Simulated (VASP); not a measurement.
A run of VASP 6.6.1 is set up as follows.

INCAR

```
ALGO = Normal
EDIFF = 1E-6
ENCUT = 600
GGA = CA
GGA_COMPAT = F
ISIF = 2
ISMEAR = -1
LASPH = T
LCHARG = F
LREAL = F
LWAVE = F
NBANDS = 26
NELM = 120
PREC = Accurate
SIGMA = 0.02
```

Contents of KPOINTS:

```
k-points
0
Gamma
  6 6 6
```

File POSCAR:

```
Cd2SO
1.0
    3.6508322947      0.0000000000      0.0000000000
    0.0000000000      3.6508322947      0.0000000000
    0.0000000000      0.0000000000      5.0328769780
O Cd S
1 2 1
Direct
    0.0000000000      0.0000000000      0.0000000000
    0.0000000000      0.0000000000      0.5000000000
    0.5000000000      0.5000000000      0.0000000000
    0.5000000000      0.5000000000      0.5000000000
```

Potentials or basis: VASP PAW LDA potentials, release 64 (O, Cd, S).

Run with:

```bash
$ cat potpaw_LDA.64/O/POTCAR potpaw_LDA.64/Cd/POTCAR potpaw_LDA.64/S/POTCAR > POTCAR
$ mpirun -np 1 vasp_std > vasp.out
```

Problem. What does it give for the pressure?

Solution. -4.8 GPa.

Problem. Estimate the band gap on the k mesh.

Solution. Zero (bands 18 and 19 overlap by 0.14 eV).

Stress tensor (GPa, compression positive):
```
-4.81  0.00  0.00
 0.00 -4.81  0.00
 0.00  0.00 -4.89
```

Caveat: the cell stands under tension; semilocal functionals underestimate gaps, and a narrow one can read as zero.
